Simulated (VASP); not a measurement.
A run of VASP 6.6.1 is set up as follows.

The input INCAR:

```
SYSTEM = Hf
PREC     = Accurate       ! precision mode
ENCUT    = 520            ! plane-wave cutoff, eV
EDIFF    = 1E-7           ! SCF threshold, eV
ISMEAR   = -1             ! smearing method
SIGMA    = 0.05           ! smearing width, eV
LREAL    = .FALSE.        ! projectors in reciprocal space
LASPH    = .TRUE.         ! aspherical terms in the spheres
NELM     = 60             ! most SCF steps
ALGO     = Normal         ! electronic algorithm
ISIF     = 2              ! what is computed and relaxed
LWAVE    = .FALSE.        ! write WAVECAR
LCHARG   = .FALSE.        ! write CHGCAR
GGA      = RE             ! functional
NBANDS   = 17             ! bands
```

The input KPOINTS:

```
regular mesh
0
G
  10 10 5
  0 0 0
```

The input POSCAR:

```
Hf
1.0
    3.1967000000      0.0000000000      0.0000000000
   -1.5983500000      2.7684234083      0.0000000000
    0.0000000000      0.0000000000      5.0578000000
Hf
2
Direct
    0.6666666667      0.3333333333      0.7500000000
    0.3333333333      0.6666666667      0.2500000000
```

Potentials or basis: VASP PAW PBE potentials, release 64 (Hf_pv).

The run is started by

```bash
$ cat potpaw_PBE.64/Hf_pv/POTCAR > POTCAR
$ mpirun -np 1 vasp_std > vasp.out
```

Question: Predict the pressure.

Answer: 2.2 GPa.

Question: What does it give for the band gap on the k mesh?

Answer: Zero (band 10 reaches 6.19 eV, above the bottom of band 11 at 4.67 eV).

Stress tensor (GPa, compression positive):
```
2.34 0.00 0.00
0.00 2.34 0.00
0.00 0.00 1.90
```

Caveat: the PAW data sets were made with another functional, which shifts forces and pressure a little; spin-orbit coupling is left out, which moves the levels of the heavy elements.
